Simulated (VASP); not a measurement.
# MgO (I4mm) in VASP: a series of runs

Runs on MgO. Level: PBEsol. Tasks: single point.

Everything below comes from runs of VASP 6.6.1. Logs are shortened: lines on timing, memory, paths and dates and some standing lists are left out, and cuts for length are marked.

### Step 1. The cell of the first run

The structure is tetragonal, space group I4mm (No. 107). The conventional cell has a = 3.005 Å, b = 3.005 Å, c = 4.250 Å, α = 90.00°, β = 90.00°, γ = 90.00°. Within 2.6 Å of Mg (site symmetry 4mm) lie 6 O at 1.99 to 2.26 Å. Within 2.6 Å of O (site symmetry 4mm) lie 6 Mg at 1.99 to 2.26 Å.

### Step 2. Single point, PBEsol

File INCAR:

```
ALGO     = Normal         # electronic algorithm
EDIFF    = 1E-7           # SCF threshold, eV
ENCUT    = 520            # plane-wave cutoff, eV
GGA      = PS             # functional
ISIF     = 2              # what is computed and relaxed
ISMEAR   = 0              # smearing method
LASPH    = T              # aspherical terms in the spheres
LCHARG   = T              # write CHGCAR
LELF     = T              # ELF
LREAL    = F              # projectors in reciprocal space
LVHAR    = T            
LWAVE    = F              # write WAVECAR
NBANDS   = 11             # bands
NELM     = 60             # most SCF steps
PREC     = Accurate       # precision mode
SIGMA    = 0.05           # smearing width, eV
```

File KPOINTS:

```
k-points
0
Gamma
  10 10 10
```

File POSCAR:

```
MgO
1.0
    0.0000000000      2.1250890106      2.1250890106
    2.1250890106      0.0000000000      2.1250890106
    2.1250890106      2.1250890106      0.0000000000
Mg O
1 1
Direct
    0.0126180202      0.0126180202     -0.0126180202
    0.4808312406      0.4808312406      0.5191687594
```

Potentials or basis: VASP PAW PBE potentials, release 64 (Mg, O).

On the command line:

```
$ cat potpaw_PBE.64/Mg/POTCAR potpaw_PBE.64/O/POTCAR > POTCAR
$ mpirun -np 1 vasp_std > vasp.out
```

OUTCAR:

```text
EDIFF = 1E-7
   ENCUT = 520
   GGA = PS
   ISIF = 2
   ISMEAR = 0
   LASPH = T
   LREAL = F
   NELM = 60
   PREC = Accurate

 ion  position               nearest neighbor table
   1  0.013  0.013  0.987-   2 1.99   2 2.13   2 2.13   2 2.13   2 2.13   2 2.26
   2  0.481  0.481  0.519-   1 1.99   1 2.13   1 2.13   1 2.13   1 2.13   1 2.26

  LATTYP: Found a face centered cubic cell.
 ALAT       =     4.2501780212

  Lattice vectors:

 A1 = (   0.0000000000,   2.1250890106,   2.1250890106)
 A2 = (   2.1250890106,   0.0000000000,   2.1250890106)
 A3 = (   2.1250890106,   2.1250890106,   0.0000000000)

Analysis of symmetry for initial positions (statically):
=====================================================================
 Subroutine PRICEL returns:
 Original cell was already a primitive cell.

 Routine SETGRP: Setting up the symmetry group for a
 face centered cubic supercell.

 Subroutine GETGRP returns: Found  8 space group operations
 (whereof  8 operations were pure point group operations)
 out of a pool of 48 trial point group operations.

The static configuration has the point symmetry C_4v.

Analysis of symmetry for dynamics (positions and initial velocities):
=====================================================================
 Subroutine PRICEL returns:
 Original cell was already a primitive cell.

 Routine SETGRP: Setting up the symmetry group for a
 face centered cubic supercell.

 Subroutine GETGRP returns: Found  8 space group operations
 (whereof  8 operations were pure point group operations)
 out of a pool of 48 trial point group operations.

The dynamic configuration has the point symmetry C_4v.

 Subroutine INISYM returns: Found  8 space group operations
 (whereof  8 operations are pure point group operations),
 and found     1 'primitive' translations

----------------------------------------------------------------------------------------

                                     Primitive cell

  volume of cell :      19.1938

  direct lattice vectors                    reciprocal lattice vectors
     0.000000000  2.125089011  2.125089011    -0.235284262  0.235284262  0.235284262
     2.125089011  0.000000000  2.125089011     0.235284262 -0.235284262  0.235284262
     2.125089011  2.125089011  0.000000000     0.235284262  0.235284262 -0.235284262

  length of vectors
     3.005329700  3.005329700  3.005329700     0.407524296  0.407524296  0.407524296

  position of ions in fractional coordinates (direct lattice)
     0.012618020  0.012618020  0.987381980
     0.480831241  0.480831241  0.519168759

  ion indices of the primitive-cell ions
   primitive index   ion index
                 1           1
                 2           2

----------------------------------------------------------------------------------------

 KPOINTS: k-points

Automatic generation of k-mesh.
 Grid dimensions read from file:
 generate k-points for:   10   10   10

 Generating k-lattice:

  Cartesian coordinates                     Fractional coordinates (reciprocal lattice)
    -0.023528426  0.023528426  0.023528426     0.100000000  0.000000000  0.000000000
     0.023528426 -0.023528426  0.023528426     0.000000000  0.100000000  0.000000000
     0.023528426  0.023528426 -0.023528426     0.000000000  0.000000000  0.100000000

  Length of vectors
     0.040752430  0.040752430  0.040752430

  Shift w.r.t. Gamma in fractional coordinates (k-lattice)
     0.000000000  0.000000000  0.000000000

 Subroutine IBZKPT returns following result:
 ===========================================

 Found    102 irreducible k-points:

 Following reciprocal coordinates:
            Coordinates               Weight
  0.000000  0.000000  0.000000      1.000000
  0.100000  0.000000  0.000000      8.000000
  0.200000  0.000000  0.000000      8.000000
  0.300000  0.000000  0.000000      8.000000
  0.400000  0.000000  0.000000      8.000000
  0.500000  0.000000  0.000000      4.000000
[... 16 lines left out ...]
 -0.100000  0.100000  0.000000      4.000000
  0.000000 -0.100000  0.100000      8.000000
 [... further k-points ...]
   k-points           NKPTS =    102   k-points in BZ     NKDIM =    102   number of bands    NBANDS=     11
   number of dos      NEDOS =    301   number of ions     NIONS =      2
   total plane-waves  NPLWV =  13824
   dimension x,y,z NGX =    24 NGY =   24 NGZ =   24
   dimension x,y,z NGXF=    48 NGYF=   48 NGZF=   48
   ions per type =               1   1
   NGX,Y,Z   is equivalent  to a cutoff of  13.28, 13.28, 13.28 a.u.
   NGXF,Y,Z  is equivalent  to a cutoff of  26.55, 26.55, 26.55 a.u.
 SYSTEM =  unknown system
   PREC   = accura    normal or accurate (medium, high low for compatibility)
   ISTART =      0    job   : 0-new  1-cont  2-samecut
   ICHARG =      2    charge: 1-file 2-atom 10-const
   ISPIN  =      1    spin polarized calculation?
   LNONCOLLINEAR =      F non collinear calculations
   LSORBIT =      F    spin-orbit coupling
   LASPH  =      T    aspherical Exc in radial PAW
   ENCUT  =  520.0 eV  38.22 Ry    6.18 a.u.   5.59  5.59  5.59*2*pi/ulx,y,z
   NELM   =     60;   NELMIN=  2; NELMDL= -5     # of ELM steps
   EDIFF  = 0.1E-06   stopping-criterion for ELM
   LREAL  =      F    real-space projection
   EDIFFG = 0.1E-05   stopping-criterion for IOM
   NSW    =      0    number of steps for IOM
   IBRION =     -1    ionic relax: 0-MD 1-quasi-New 2-CG
   NFREE  =      0    steps in history (QN), initial steepest desc. (CG)
   ISIF   =      2    stress and relaxation
   ISYM   =      2    0-nonsym 1-usesym 2-fastsym
   POTIM  = 0.5000    time-step for ionic-motion
   TEBEG  =    0.0;   TEEND  =   0.0 temperature during run
   PSTRESS=    0.0 pullay stress
   NELECT =       8.0000    total number of electrons
   NUPDOWN=      -1.0000    fix difference up-down
   EMIN   =  10.00;   EMAX   =-10.00  energy-range for DOS
   EFERMI =   0.00;   METHOD = LEGACY
   ISMEAR =     0;   SIGMA  =   0.05  broadening in eV -4-tet -1-fermi 0-gaus
   EFERMI_NEDOS =   21; number of points for ismear=-14 and -15
   IALGO  =     38    algorithm
   IMIX   =      4    mixing-type and parameters
     AMIX     =   0.40;   BMIX     =  1.00
     AMIX_MAG =   1.60;   BMIX_MAG =  1.00
  volume/ion in A,a.u.               =       9.60        64.76
  Fermi-wavevector in a.u.,A,eV,Ry     =   1.222881  2.310911 20.346685  1.495439
  Thomas-Fermi vector in A             =   2.358012
   LORBIT       =      0    0 simple, 1 ext, 2 COOP (PROOUT), +10 PAW based schemes
   GGA     = PS    functional components
   LHFCALC =     F    Hartree Fock is set to
   AEXX    =    0.0000 exact exchange contribution
   IVDW    =     0    specifies the selected vdW correction
   LEPSILON=     F    determine dielectric tensor
   LRPA    =     F    only Hartree local field effects (RPA)
 non-spin polarized calculation
 Gauss-broadening in eV      SIGMA  =   0.05
  energy-cutoff  :      520.00
  volume of cell :       19.19
 maximum number of plane-waves:       534
 NGX is ok and might be reduce to    24
   NGX = 11   NGY = 11   NGZ = 11

 number of electron       8.0000003 magnetization

 Free energy of the ion-electron system (eV)
  ---------------------------------------------------
  ext. energy  EPLUGINS =         0.00000000
  ---------------------------------------------------
  free energy    TOTEN  =       -12.45930634 eV

  energy without entropy =      -12.45930634  energy(sigma->0) =      -12.45930634

 E-fermi :   3.1884     XC(G=0): -11.1735

 val. band max:        2.8513049506   @ k =   0.0000   0.0000   0.0000
 cond. band min:       7.2256536014   @ k =   0.0000   0.0000   0.0000
 fundamental gap:      4.3743486508
 Fermi energy:         3.1883843093

 k-point     1 :       0.0000    0.0000    0.0000
  band No.  band energies     occupation
      1     -14.2092      2.00000
      2       2.8264      2.00000
      3       2.8513      2.00000
      4       2.8513      2.00000
      5       7.2257      0.00000
      6      18.3794      0.00000
      7      18.4172      0.00000
      8      18.4172      0.00000
      9      22.0821      0.00000
     10      23.9858      0.00000
     11      24.0282      0.00000

 k-point     2 :       0.1000    0.0000    0.0000
  band No.  band energies     occupation
      1     -14.1069      2.00000
      2       2.1820      2.00000
      3       2.7781      2.00000
      4       2.7875      2.00000
      5       7.8615      0.00000
      6      17.1127      0.00000
      7      18.6264      0.00000
      8      18.6411      0.00000
      9      23.2145      0.00000
     10      23.2492      0.00000
     11      23.7693      0.00000

 k-point     3 :       0.2000    0.0000    0.0000
  band No.  band energies     occupation
      1     -13.8254      2.00000
      2       0.8797      2.00000
      3       2.6161      2.00000
      4       2.6258      2.00000
      5       9.0583      0.00000
      6      15.5754      0.00000
      7      19.0471      0.00000
      8      19.0705      0.00000
      9      22.5284      0.00000
     10      22.6064      0.00000
     11      24.5881      0.00000

 k-point     4 :       0.3000    0.0000    0.0000
  band No.  band energies     occupation
      1     -13.4465      2.00000
      2      -0.4102      2.00000
      3       2.4255      2.00000
      4       2.4353      2.00000
      5      10.0050      0.00000
      6      14.8346      0.00000
      7      19.1163      0.00000
      8      19.1177      0.00000
      9      22.9963      0.00000
     10      23.0333      0.00000
     11      24.0044      0.00000
[... 239 lines left out ...]
 k-point    22 :       0.0000   -0.2000    0.1000
  band No.  band energies     occupation
      1     -13.6327      2.00000
      2       0.3586      2.00000
      3       2.2047      2.00000
      4       2.5812      2.00000
      5       9.7985      0.00000
      6      14.9936      0.00000
      7      18.4962      0.00000
      8      19.6730      0.00000
      9      21.3963      0.00000
     10      23.4086      0.00000
     11      25.5526      0.00000

 k-point    23 :      -0.1000    0.1000    0.0000
  band No.  band energies     occupation
      1     -13.9456      2.00000
      2       1.4663      2.00000
      3       2.5214      2.00000
      4       2.7432      2.00000
      5       8.6698      0.00000
      6      16.0242      0.00000
      7      18.7303      0.00000
      8      19.0476      0.00000
      9      21.8621      0.00000
     10      23.3428      0.00000
     11      25.3003      0.00000

 k-point    24 :       0.0000   -0.1000    0.1000
  band No.  band energies     occupation
      1     -13.9455      2.00000
      2       1.4720      2.00000
      3       2.5254      2.00000
      4       2.7351      2.00000
      5       8.6562      0.00000
      6      16.0428      0.00000
      7      18.7075      0.00000
      8      19.0657      0.00000
      9      21.9629      0.00000
     10      23.3372      0.00000
     11      25.1654      0.00000

 [... further k-points ...]

------------------------ aborting loop because EDIFF is reached ----------------------------------------

  FORCE on cell =-STRESS in cart. coord.  units (eV):
  Direction    XX          YY          ZZ          XY          YZ          ZX
  --------------------------------------------------------------------------------------
  -------------------------------------------------------------------------------------
  Total       -0.5619807     -0.5619807      0.1558396      0.0000000     -0.0000000      0.0000000
  in kB      -46.9105619    -46.9105619     13.0084976      0.0000000     -0.0000000      0.0000000
  external PRESSURE =     -26.9375421 kB  Pullay stress =       0.0000000 kB

 VOLUME and BASIS-vectors are now :
 -----------------------------------------------------------------------------
  energy-cutoff  :      520.00
  volume of cell :       19.19
      direct lattice vectors                 reciprocal lattice vectors
     0.000000000  2.125089011  2.125089011    -0.235284262  0.235284262  0.235284262
     2.125089011  0.000000000  2.125089011     0.235284262 -0.235284262  0.235284262
     2.125089011  2.125089011  0.000000000     0.235284262  0.235284262 -0.235284262

 POSITION                                       TOTAL-FORCE (eV/Angst)
 -----------------------------------------------------------------------------------
      2.12509      2.12509      0.05363         0.000000      0.000000     -0.730686
      2.12509      2.12509      2.04362         0.000000      0.000000      0.730686
 -----------------------------------------------------------------------------------
    total drift:                               -0.000000     -0.000000     -0.000135

  FREE ENERGIE OF THE ION-ELECTRON SYSTEM (eV)
  ---------------------------------------------------
  free  energy   TOTEN  =       -12.4593063375 eV

  energy  without entropy=      -12.4593063375  energy(sigma->0) =      -12.45930634
```

Run time: 13 s. Hardware: 1 thread of AMD EPYC 9R45 (Zen 5), shared host; peak memory 0.12 GiB.

Results:

* Free energy: -12.4593 eV
* Pressure: -2.7 GPa
* Largest force: 0.731 eV/Å
* Band gap on the k mesh: 4.37 eV, direct

Forces on the atoms (eV/Å):
```
Mg   0.000  0.000 -0.731
O    0.000  0.000  0.731
```

Stress tensor (GPa, compression positive):
```
-4.69  0.00  0.00
 0.00 -4.69  0.00
 0.00  0.00  1.30
```

Caveat: the PAW data sets were made with another functional, which shifts forces and pressure a little. As with any semilocal functional, this PBEsol gap is likely too small.

### Step 3. Single point, PBEsol

This run uses another cell than the first one, of 9.36 Å³/atom, 0.976 times its volume.

File INCAR:

```
  PREC = Accurate
  ENCUT = 520
  EDIFF = 1E-7
  ISMEAR = 0
  SIGMA = 0.05
  LREAL = F
  LASPH = T
  NELM = 100
  ALGO = Normal
  ISIF = 2
  LWAVE = F
  LCHARG = T
  GGA = PS
  LELF = T
  LVHAR = T
  NBANDS = 11
```

File KPOINTS:

```
Automatic mesh
0
Gamma
  10 10 10
```

File POSCAR:

```
MgO
1.0
    0.0000000000      2.1075959641      2.1075959641
    2.1075959641      0.0000000000      2.1075959641
    2.1075959641      2.1075959641      0.0000000000
Mg O
1 1
Direct
    0.0315450506      0.0315450506     -0.0315450506
    0.4520781014      0.4520781014      0.5479218986
```

Potentials or basis: VASP PAW PBE potentials, release 64 (Mg, O).

On the command line:

```
$ cat potpaw_PBE.64/Mg/POTCAR potpaw_PBE.64/O/POTCAR > POTCAR
$ mpirun -np 1 vasp_std > vasp.out
```

OUTCAR:

```text
PREC = Accurate
   ENCUT = 520
   EDIFF = 1E-7
   ISMEAR = 0
   LREAL = F
   LASPH = T
   NELM = 100
   ISIF = 2
   GGA = PS

 ion  position               nearest neighbor table
   1  0.032  0.032  0.968-   2 1.77   2 2.13   2 2.13   2 2.13   2 2.13   2 2.44
   2  0.452  0.452  0.548-   1 1.77   1 2.13   1 2.13   1 2.13   1 2.13   1 2.44

  LATTYP: Found a face centered cubic cell.
 ALAT       =     4.2151919282

  Lattice vectors:

[... 521 lines left out ...]

 [... further k-points ...]

------------------------ aborting loop because EDIFF is reached ----------------------------------------

  FORCE on cell =-STRESS in cart. coord.  units (eV):
  Direction    XX          YY          ZZ          XY          YZ          ZX
  --------------------------------------------------------------------------------------
  -------------------------------------------------------------------------------------
  Total       -0.3424966     -0.3424966      4.9995544      0.0000000     -0.0000000     -0.0000000
  in kB      -29.3072290    -29.3072290    427.8088918      0.0000000     -0.0000000     -0.0000000
  external PRESSURE =     123.0648113 kB  Pullay stress =       0.0000000 kB

 VOLUME and BASIS-vectors are now :
 -----------------------------------------------------------------------------
  energy-cutoff  :      520.00
  volume of cell :       18.72
      direct lattice vectors                 reciprocal lattice vectors
     0.000000000  2.107595964  2.107595964    -0.237237122  0.237237122  0.237237122
     2.107595964  0.000000000  2.107595964     0.237237122 -0.237237122  0.237237122
     2.107595964  2.107595964  0.000000000     0.237237122  0.237237122 -0.237237122

 POSITION                                       TOTAL-FORCE (eV/Angst)
 -----------------------------------------------------------------------------------
      2.10760      2.10760      0.13297         0.000000      0.000000     -3.438451
      2.10760      2.10760      1.90560         0.000000      0.000000      3.438451
 -----------------------------------------------------------------------------------
    total drift:                               -0.000000     -0.000000     -0.000008

  FREE ENERGIE OF THE ION-ELECTRON SYSTEM (eV)
  ---------------------------------------------------
  free  energy   TOTEN  =       -12.0792365167 eV

  energy  without entropy=      -12.0792365167  energy(sigma->0) =      -12.07923652
```

Wall time 13 s (1 thread of AMD EPYC 9R45 (Zen 5), shared host); peak memory 0.12 GiB.

Results:

```yaml
Free_energy: -12.0792 eV
Pressure: 12.3 GPa
Largest_force: 3.438 eV/Å
Band_gap_on_the_k_mesh: 4.59 eV, direct
```

Forces on the atoms (eV/Å):
```
Mg   0.000  0.000 -3.438
O    0.000  0.000  3.438
```

Levels at points of the mesh, in eV from the valence-band top:
| k point | band 2 | band 3 | band 4 | band 5 | band 6 | band 7 |
| --- | --- | --- | --- | --- | --- | --- |
| (0.00, 0.00, 0.00) | -0.11 | 0.00 | 0.00 | 4.59 | 15.92 | 16.17 |
| (0.50, 0.00, 0.00) | -4.56 | -0.60 | -0.56 | 7.83 | 12.13 | 16.14 |
| (0.50, 0.50, 0.00) | -3.89 | -1.27 | -1.27 | 9.04 | 9.25 | 13.07 |
| (0.00, 0.50, 0.50) | -4.04 | -1.40 | -1.28 | 9.36 | 9.41 | 13.08 |

Caveat: the PAW data sets were made with another functional, which shifts forces and pressure a little. As with any semilocal functional, this PBEsol gap is likely too small.

### Step 4. Single point, PBEsol

This run uses another cell than the first one, of 9.36 Å³/atom, 0.976 times its volume.

File INCAR:

```
PREC = Accurate
ENCUT = 520
EDIFF = 1E-7
ISMEAR = 0
SIGMA = 0.05
LREAL = F
LASPH = T
NELM = 100
ALGO = Normal
ISIF = 2
LWAVE = F
LCHARG = F
GGA = PS
NBANDS = 11
```

KPOINTS is that of step 3.

File POSCAR:

```
MgO
1.0
    0.0000000000      2.1075959641      2.1075959641
    2.1075959641      0.0000000000      2.1075959641
    2.1075959641      2.1075959641      0.0000000000
Mg O
1 1
Direct
    0.0189270304      0.0189270304     -0.0189270304
    0.4712468609      0.4712468609      0.5287531391
```

On the command line:

```
$ cat potpaw_PBE.64/Mg/POTCAR potpaw_PBE.64/O/POTCAR > POTCAR
$ mpirun -np 1 vasp_std > vasp.out
```

It took 13 s on 1 thread of AMD EPYC 9R45 (Zen 5), shared host; peak memory 0.12 GiB.

It converged, with:

```
Free energy            : -12.3877 eV
Pressure               : 3.5 GPa
Largest force          : 1.407 eV/Å
Band gap on the k mesh : 4.60 eV, direct
```

Forces in eV/Å, atoms in the order of the input:
```
Mg   0.000  0.000 -1.407
O    0.000  0.000  1.407
```

Stress tensor (GPa, compression positive):
```
-1.51  0.00  0.00
 0.00 -1.51  0.00
 0.00  0.00 13.60
```

Levels at points of the mesh, in eV from the valence-band top:
```
           k point  band 1  band 2  band 3  band 4  band 5  band 6  band 7  band 8
(0.00, 0.00, 0.00)  -17.17   -0.05    0.00    0.00    4.60   15.73   15.82   15.82
(0.50, 0.00, 0.00)  -15.88   -4.63   -0.64   -0.62    7.76   12.33   16.15   16.29
(0.50, 0.50, 0.00)  -15.62   -4.05   -1.33   -1.33    8.96    9.60   13.02   18.88
(0.00, 0.50, 0.50)  -15.61   -4.10   -1.38   -1.34    9.08    9.67   13.00   18.76
```

Caveat: the PAW data sets were made with another functional, which shifts forces and pressure a little.

(Continued in part 2 of 2.)
